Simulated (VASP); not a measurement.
Crystal: BiAuO3.

```
Bi Au O
1.0
     5.82150    0.00000    0.00000
    -2.91075    5.04157    0.00000
     0.00000    0.00000    4.97361
Bi Au O
2 2 6
Direct
  0.33333 0.66667 0.75000
  0.66667 0.33333 0.25000
  0.00000 0.00000 0.50000
  0.00000 0.00000 0.00000
  0.14600 0.29200 0.25000
  0.85400 0.14600 0.75000
  0.85400 0.70800 0.75000
  0.14600 0.85400 0.25000
  0.70800 0.85400 0.25000
  0.29200 0.14600 0.75000
```

| Item | Value |
| --- | --- |
| Program | VASP 6.6.1 |
| Task | relaxation of cell and atoms |
| Functional | PBE |
| Potentials or basis | VASP PAW PBE potentials, release 64 (Bi_d, Au, O) |
| Cutoff | 600 eV |
| k mesh | 6 × 6 × 4 |
| Occupations | gaussian, width 0.1 eV |
| Spin | no spin polarisation |

At the start: pressure 31.6 GPa; volume 14.60 Å³/atom.

Task: How do energy, volume and symmetry change on relaxing?

Result: Over 15 steps the energy falls by 537.6 meV/atom and the volume is 14.71 Å³/atom (+0.8 %); space group P6_3/mmc (No. 194, to 0.1 Å) before and after.

The path:
```csv
step,energy change (eV),largest force (eV/Å),pressure (GPa),volume (Å³)
1,0.0000,4.4662,31.56,145.97
2,0.7690,1.5772,-19.95,214.16
3,-3.5718,0.1956,-6.14,172.27
4,-3.5908,0.3329,-5.00,170.76
5,-3.5941,0.4146,-4.31,169.90
6,-4.3084,0.5173,-3.00,162.51
7,-5.2257,0.7110,4.49,145.19
8,-5.2124,0.7160,6.64,142.31
9,-5.2585,0.3417,-0.94,146.55
10,-5.3435,0.0997,2.11,144.64
11,-5.3732,0.0520,0.06,147.11
12,-5.3739,0.0437,-0.26,147.53
13,-5.3752,0.0459,-0.10,147.29
14,-5.3759,0.0501,0.17,146.93
15,-5.3764,0.0039,-0.15,147.10
```

Final structure:
```
CELL_PARAMETERS angstrom
5.30368 0.00000 0.00000
-2.65184 4.59313 0.00000
0.00000 0.00000 6.03829
ATOMIC_POSITIONS crystal
Bi 0.33333 0.66667 0.75000
Bi 0.66667 0.33333 0.25000
Au 0.00000 0.00000 0.50000
Au 0.00000 0.00000 0.00000
O 0.16767 0.33534 0.25000
O 0.83233 0.16767 0.75000
O 0.83233 0.66466 0.75000
O 0.16767 0.83233 0.25000
O 0.66466 0.83233 0.25000
O 0.33534 0.16767 0.75000
```

Caveat: a cell axis changed by over 15 % at a fixed basis, so the end point is rough.
